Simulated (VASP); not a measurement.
# Ir (P-1) in VASP: a series of runs

Runs on Ir. Level: PBEsol. Tasks: single point.

Everything below comes from runs of VASP 6.6.1. Logs are shortened: lines on timing, memory, paths and dates and some standing lists are left out, and cuts for length are marked.

**1. The cell of the first run**

The typed cell holds 2 atoms: a = 2.777 Å, b = 2.764 Å, c = 4.459 Å, α = 90.52°, β = 90.43°, γ = 120.09°.

**2. Single point, PBEsol**

INCAR reads:

```
ALGO = Normal ; EDIFF = 1E-6
ENCUT = 500 ; GGA = PS
GGA_COMPAT = F ; ISIF = 2
ISMEAR = 1 ; LASPH = T
LCHARG = F ; LREAL = F
LWAVE = F ; NBANDS = 16
NELM = 120 ; PREC = Accurate
SIGMA = 0.1
```

KPOINTS reads:

```
k-points
0
Gamma
  8 8 5
```

POSCAR reads:

```
Ir
1.0
    2.7771900000      0.0015200000     -0.0104800000
   -1.3872800000      2.3908300000     -0.0125200000
   -0.0169900000     -0.0332500000      4.4593200000
Ir
2
Direct
    0.6806600000      0.3916000000      0.7404900000
    0.2853998646      0.6097489145      0.2056142269
```

Potentials or basis: VASP PAW PBE potentials, release 64 (Ir).

Started as:

```sh
$ cat potpaw_PBE.64/Ir/POTCAR > POTCAR
$ mpirun -np 1 vasp_std > vasp.out
```

OUTCAR:

```text
EDIFF = 1E-6
   ENCUT = 500
   GGA = PS
   ISIF = 2
   ISMEAR = 1
   LASPH = T
   LREAL = F
   NELM = 120
   PREC = Accurate

 ion  position               nearest neighbor table
   1  0.681  0.392  0.740-   2 2.53   2 2.56   2 2.81   2 2.81   2 2.82   2 3.01
   2  0.285  0.610  0.206-   1 2.53   1 2.56   1 2.81   1 2.81   1 2.82   1 3.01

  LATTYP: Found a triclinic cell.
 ALAT       =     2.7668966968
 B/A-ratio  =     1.0037274586
 C/A-ratio  =     1.6117249080
 COS(alpha) =     0.0075873562
 COS(beta)  =     0.0166728312
 COS(gamma) =     0.5028362826

  Lattice vectors:

 A1 = (   1.3899100000,   2.3923500000,  -0.0230000000)
 A2 = (   2.7771900000,   0.0015200000,  -0.0104800000)
 A3 = (   0.0169900000,   0.0332500000,  -4.4593200000)

Analysis of symmetry for initial positions (statically):
=====================================================================
 Subroutine PRICEL returns:
 Original cell was already a primitive cell.

 Routine SETGRP: Setting up the symmetry group for a
 triclinic supercell.

 Subroutine GETGRP returns: Found  2 space group operations
 (whereof  1 operations were pure point group operations)
 out of a pool of  2 trial point group operations.

The static configuration has the point symmetry C_1 .
 The point group associated with its full space group is S_2 .

Analysis of symmetry for dynamics (positions and initial velocities):
=====================================================================
 Subroutine PRICEL returns:
 Original cell was already a primitive cell.

 Routine SETGRP: Setting up the symmetry group for a
 triclinic supercell.

 Subroutine GETGRP returns: Found  2 space group operations
 (whereof  1 operations were pure point group operations)
 out of a pool of  2 trial point group operations.

The dynamic configuration has the point symmetry C_1 .
 The point group associated with its full space group is S_2 .

 Subroutine INISYM returns: Found  2 space group operations
 (whereof  1 operations are pure point group operations),
 and found     1 'primitive' translations

----------------------------------------------------------------------------------------

                                     Primitive cell

  volume of cell :      29.6163

  direct lattice vectors                    reciprocal lattice vectors
     2.777190000  0.001520000 -0.010480000     0.359972916  0.208889758  0.002929039
    -1.387280000  2.390830000 -0.012520000    -0.000217100  0.418155137  0.003117060
    -0.016990000 -0.033250000  4.459320000     0.000845375  0.001664933  0.224265072

  length of vectors
     2.777210190  2.764194392  4.459476324     0.416201887  0.418166811  0.224272846

  position of ions in fractional coordinates (direct lattice)
     0.680660000  0.391600000  0.740490000
     0.285399865  0.609748915  0.205614227

  ion indices of the primitive-cell ions
   primitive index   ion index
                 1           1
                 2           2

----------------------------------------------------------------------------------------

 KPOINTS: k-points

Automatic generation of k-mesh.
 Grid dimensions read from file:
 generate k-points for:    8    8    5

 Generating k-lattice:

  Cartesian coordinates                     Fractional coordinates (reciprocal lattice)
     0.044996615  0.026111220  0.000366130     0.125000000 -0.000000000 -0.000000000
    -0.000027138  0.052269392  0.000389633     0.000000000  0.125000000 -0.000000000
     0.000169075  0.000332987  0.044853014     0.000000000  0.000000000  0.200000000

  Length of vectors
     0.052025236  0.052270851  0.044854569

  Shift w.r.t. Gamma in fractional coordinates (k-lattice)
     0.000000000  0.000000000  0.000000000

 Subroutine IBZKPT returns following result:
 ===========================================

 Found    162 irreducible k-points:

 Following reciprocal coordinates:
            Coordinates               Weight
  0.000000  0.000000  0.000000      1.000000
  0.125000 -0.000000  0.000000      2.000000
  0.250000 -0.000000  0.000000      2.000000
  0.375000  0.000000 -0.000000      2.000000
  0.500000 -0.000000  0.000000      1.000000
 -0.000000  0.125000  0.000000      2.000000
[... 16 lines left out ...]
  0.125000  0.375000  0.000000      2.000000
  0.250000  0.375000  0.000000      2.000000
 [... further k-points ...]
   k-points           NKPTS =    162   k-points in BZ     NKDIM =    162   number of bands    NBANDS=     16
   number of dos      NEDOS =    301   number of ions     NIONS =      2
   total plane-waves  NPLWV =  14400
   dimension x,y,z NGX =    20 NGY =   20 NGZ =   36
   dimension x,y,z NGXF=    40 NGYF=   40 NGZF=   72
   ions per type =               2
   NGX,Y,Z   is equivalent  to a cutoff of  11.97, 12.03, 13.42 a.u.
   NGXF,Y,Z  is equivalent  to a cutoff of  23.94, 24.06, 26.84 a.u.
 SYSTEM =  unknown system
   PREC   = accura    normal or accurate (medium, high low for compatibility)
   ISTART =      0    job   : 0-new  1-cont  2-samecut
   ICHARG =      2    charge: 1-file 2-atom 10-const
   ISPIN  =      1    spin polarized calculation?
   LNONCOLLINEAR =      F non collinear calculations
   LSORBIT =      F    spin-orbit coupling
   LASPH  =      T    aspherical Exc in radial PAW
   ENCUT  =  500.0 eV  36.75 Ry    6.06 a.u.   5.06  5.04  8.13*2*pi/ulx,y,z
   NELM   =    120;   NELMIN=  2; NELMDL= -5     # of ELM steps
   EDIFF  = 0.1E-05   stopping-criterion for ELM
   LREAL  =      F    real-space projection
   EDIFFG = 0.1E-04   stopping-criterion for IOM
   NSW    =      0    number of steps for IOM
   IBRION =     -1    ionic relax: 0-MD 1-quasi-New 2-CG
   NFREE  =      0    steps in history (QN), initial steepest desc. (CG)
   ISIF   =      2    stress and relaxation
   ISYM   =      2    0-nonsym 1-usesym 2-fastsym
   POTIM  = 0.5000    time-step for ionic-motion
   TEBEG  =    0.0;   TEEND  =   0.0 temperature during run
   PSTRESS=    0.0 pullay stress
   NELECT =      18.0000    total number of electrons
   NUPDOWN=      -1.0000    fix difference up-down
   EMIN   =  10.00;   EMAX   =-10.00  energy-range for DOS
   EFERMI =   0.00;   METHOD = LEGACY
   ISMEAR =     1;   SIGMA  =   0.10  broadening in eV -4-tet -1-fermi 0-gaus
   EFERMI_NEDOS =   21; number of points for ismear=-14 and -15
   IALGO  =     38    algorithm
   IMIX   =      4    mixing-type and parameters
     AMIX     =   0.40;   BMIX     =  1.00
     AMIX_MAG =   1.60;   BMIX_MAG =  1.00
  volume/ion in A,a.u.               =      14.81        99.93
  Fermi-wavevector in a.u.,A,eV,Ry     =   1.386720  2.620521 26.163904  1.922993
  Thomas-Fermi vector in A             =   2.511009
   LORBIT       =      0    0 simple, 1 ext, 2 COOP (PROOUT), +10 PAW based schemes
   GGA     = PS    functional components
   LHFCALC =     F    Hartree Fock is set to
   AEXX    =    0.0000 exact exchange contribution
   IVDW    =     0    specifies the selected vdW correction
   LEPSILON=     F    determine dielectric tensor
   LRPA    =     F    only Hartree local field effects (RPA)
 non-spin polarized calculation
 Methfessel and Paxton  Order N= 1 SIGMA  =   0.10
  energy-cutoff  :      500.00
  volume of cell :       29.62
 maximum number of plane-waves:       770
   NGX = 11   NGY = 11   NGZ = 17

 number of electron      18.0000000 magnetization

 Free energy of the ion-electron system (eV)
  ---------------------------------------------------
  ext. energy  EPLUGINS =         0.00000000
  ---------------------------------------------------
  free energy    TOTEN  =       -19.02177301 eV

  energy without entropy =      -19.02118423  energy(sigma->0) =      -19.02157675

 E-fermi :   9.5866     XC(G=0): -13.8115

 val. band max:        9.5814926243   @ k =   0.0000  -0.3750   0.4000
 cond. band min:       9.5866219819   @ k =  -0.2500   0.2500   0.4000
 fundamental gap:      0.0051293576
 Fermi energy:         9.5865994391

 k-point     1 :       0.0000    0.0000    0.0000
  band No.  band energies     occupation
      1      -1.2420      2.00000
      2       1.7549      2.00000
      3       5.3639      2.00000
      4       5.6904      2.00000
      5       6.2030      2.00000
      6       6.2136      2.00000
[... 8 lines left out ...]
     15      26.1264      0.00000
     16      26.6230      0.00000

 k-point     2 :       0.1250   -0.0000    0.0000
  band No.  band energies     occupation
      1      -0.6686      2.00000
      2       2.2739      2.00000
      3       5.0405      2.00000
      4       5.6773      2.00000
      5       6.0080      2.00000
      6       6.5619      2.00000
[... 8 lines left out ...]
     15      26.7164      0.00000
     16      26.9825      0.00000

 k-point     3 :       0.2500   -0.0000    0.0000
  band No.  band energies     occupation
      1       0.8138      2.00000
      2       3.1648      2.00000
      3       4.5100      2.00000
      4       4.9427      2.00000
      5       5.5112      2.00000
      6       6.2356      2.00000
[... 8 lines left out ...]
     15      25.3305      0.00000
     16      25.6480      0.00000

 k-point     4 :       0.3750    0.0000   -0.0000
  band No.  band energies     occupation
      1       2.2309      2.00000
      2       2.8737      2.00000
      3       3.7064      2.00000
      4       5.2736      2.00000
      5       5.6661      2.00000
      6       6.1171      2.00000
[... 8 lines left out ...]
     15      22.6655      0.00000
     16      23.7009      0.00000
[... 324 lines left out ...]
 k-point    22 :      -0.0000    0.3750    0.0000
  band No.  band energies     occupation
      1       1.7278      2.00000
      2       2.4316      2.00000
      3       3.0721      2.00000
      4       5.3137      2.00000
      5       6.0489      2.00000
      6       6.8432      2.00000
[... 8 lines left out ...]
     15      22.0645      0.00000
     16      23.8605      0.00000

 k-point    23 :       0.1250    0.3750    0.0000
  band No.  band energies     occupation
      1       2.3305      2.00000
      2       2.6434      2.00000
      3       2.9100      2.00000
      4       5.0459      2.00000
      5       6.1607      2.00000
      6       7.0327      2.00000
[... 8 lines left out ...]
     15      18.9904      0.00000
     16      23.1891      0.00000

 k-point    24 :       0.2500    0.3750    0.0000
  band No.  band energies     occupation
      1       2.9596      2.00000
      2       3.3380      2.00000
      3       3.6227      2.00000
      4       4.7948      2.00000
      5       5.4940      2.00000
      6       6.5533      2.00000
[... 8 lines left out ...]
     15      21.1969      0.00000
     16      22.9897      0.00000

 [... further k-points ...]

------------------------ aborting loop because EDIFF is reached ----------------------------------------

  FORCE on cell =-STRESS in cart. coord.  units (eV):
  Direction    XX          YY          ZZ          XY          YZ          ZX
  --------------------------------------------------------------------------------------
  -------------------------------------------------------------------------------------
  Total       -2.5335877     -1.9594904      0.2435842      0.0736588      1.1611314      0.2423603
  in kB     -137.0616569   -106.0042252     13.1773801      3.9847806     62.8147151     13.1111741
  external PRESSURE =     -76.6295007 kB  Pullay stress =       0.0000000 kB

 VOLUME and BASIS-vectors are now :
 -----------------------------------------------------------------------------
  energy-cutoff  :      500.00
  volume of cell :       29.62
      direct lattice vectors                 reciprocal lattice vectors
     2.777190000  0.001520000 -0.010480000     0.359972916  0.208889758  0.002929039
    -1.387280000  2.390830000 -0.012520000    -0.000217100  0.418155137  0.003117060
    -0.016990000 -0.033250000  4.459320000     0.000845375  0.001664933  0.224265072

 POSITION                                       TOTAL-FORCE (eV/Angst)
 -----------------------------------------------------------------------------------
      1.33448      0.91266      3.29005        -0.131323     -1.162251     -2.029106
     -0.05678      1.45140      0.90627         0.131323      1.162251      2.029106
 -----------------------------------------------------------------------------------
    total drift:                               -0.000000      0.000001      0.000001

  FREE ENERGIE OF THE ION-ELECTRON SYSTEM (eV)
  ---------------------------------------------------
  free  energy   TOTEN  =       -19.0217730107 eV

  energy  without entropy=      -19.0211842299  energy(sigma->0) =      -19.02157675
```

Wall time 94 s (1 thread of Intel Xeon 8259CL, shared host); peak memory 0.19 GiB.

What came out:

| Quantity | Value |
| --- | --- |
| Free energy | -19.0218 eV |
| Pressure | -7.7 GPa |
| Largest force | 2.342 eV/Å |
| Band gap on the k mesh | zero (bands 9 and 10 overlap by 2.58 eV) |

Forces on the atoms (eV/Å):
```
Ir  -0.131 -1.162 -2.029
Ir   0.131  1.162  2.029
```

Stress tensor (GPa, compression positive):
```
-13.71   0.40   1.31
  0.40 -10.60   6.28
  1.31   6.28   1.32
```

Levels at points of the mesh, in eV from the Fermi level:
```
           k point  band 5  band 6  band 7  band 8  band 9  band 10  band 11  band 12  band 13  band 14
(0.00, 0.00, 0.00)   -3.38   -3.37   -2.78   -2.55   -1.19    -0.61    -0.53     1.17     6.59    14.03
(0.50, 0.00, 0.00)   -3.67   -3.55   -2.90    0.47    0.49     1.08     3.10     3.75     8.06     9.81
(0.00, 0.50, 0.00)   -2.55   -2.46   -2.06    0.69    0.91     1.27     2.11     4.80     6.90     8.42
(0.50, 0.50, 0.00)   -3.61   -3.55   -2.85    0.43    0.52     1.06     3.04     3.83     8.10     9.85
```

Caveat: the cell stands under tension; the PAW data sets were made with another functional, which shifts forces and pressure a little; spin-orbit coupling is left out, which moves the levels of the heavy elements.

**3. Single point, PBEsol**

INCAR reads:

```
SYSTEM = Ir
PREC = Accurate ; ENCUT = 500
EDIFF = 1E-6 ; ISMEAR = 1
SIGMA = 0.1 ; LREAL = .FALSE.
LASPH = .TRUE. ; NELM = 120
ALGO = Normal ; ISIF = 2
LWAVE = .FALSE. ; LCHARG = .FALSE.
GGA = PS ; NBANDS = 16
GGA_COMPAT = .FALSE.
```

KPOINTS reads:

```
Automatic mesh
0
G
  8 8 5
  0 0 0
```

POSCAR, as its differences from that of step 2:

```diff
@@ -9,2 +9,2 @@
     0.6806600000      0.3916000000      0.7404900000
-    0.2853998646      0.6097489145      0.2056142269
+    0.2818001354      0.6097510855      0.2056057731
```

Potentials or basis: VASP PAW PBE potentials, release 64 (Ir).

Started as:

```sh
$ cat potpaw_PBE.64/Ir/POTCAR > POTCAR
$ mpirun -np 1 vasp_std > vasp.out
```

It took 89 s on 1 thread of Intel Xeon 8259CL, shared host; peak memory 0.19 GiB.

It converged, with:

```yaml
Free_energy: -19.0202 eV
Pressure: -7.6 GPa
Largest_force: 2.351 eV/Å
Band_gap_on_the_k_mesh: zero (bands 9 and 10 overlap by 2.58 eV)
```

Forces in eV/Å, atoms in the order of the input:
```
Ir  -0.188 -1.162 -2.035
Ir   0.188  1.162  2.035
```

Stress tensor (GPa, compression positive):
```
-13.67   0.59   1.73
  0.59 -10.59   6.28
  1.73   6.28   1.37
```

Levels at points of the mesh, in eV from the Fermi level:
```
           k point  band 5  band 6  band 7  band 8  band 9  band 10  band 11  band 12  band 13  band 14
(0.00, 0.00, 0.00)   -3.38   -3.37   -2.78   -2.55   -1.19    -0.61    -0.53     1.16     6.60    14.03
(0.50, 0.00, 0.00)   -3.69   -3.56   -2.89    0.48    0.49     1.09     3.12     3.72     8.10     9.76
(0.00, 0.50, 0.00)   -2.55   -2.46   -2.06    0.69    0.91     1.27     2.11     4.80     6.90     8.42
(0.50, 0.50, 0.00)   -3.59   -3.53   -2.85    0.41    0.53     1.05     3.02     3.85     8.06     9.89
```

Caveat: the cell stands under tension; the PAW data sets were made with another functional, which shifts forces and pressure a little; spin-orbit coupling is left out, which moves the levels of the heavy elements.
